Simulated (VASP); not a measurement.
Runs of VASP 6.6.1 on Sc. The structure is that of space group Im-3m (No. 229), or close to it. The cells are those of the table. 

| cell | gap on the mesh (eV) | pressure (GPa) |
| --- | --- | --- |
| a = 3.141 Å, angles 109.5°, 1 atom | none | 4.8 |
| a = 3.272 Å, angles 109.5°, 1 atom | none | (b) |
| a = 3.354 Å, angles 109.5°, 1 atom | none | -4.6 |
| a = 3.314 Å, angles 109.5°, 1 atom | none | -3.3 |
| a = 3.230 Å, angles 109.5°, 1 atom | none | (a) |

Alike in all rows: task single point; level RPBE; potentials or basis VASP PAW PBE potentials, release 64 (Sc_sv); no spin polarisation; k mesh 13 × 13 × 13; cutoff (eV) 520; smearing fermi-dirac 0.1 eV.

Problem. Estimate the missing entries.

Solution. (a) 0.0; (b) -1.8.

Caveats: the PAW data sets were made with another functional, which shifts forces and pressure a little.

A gap of «none» marks levels without a gap at the run's occupations.
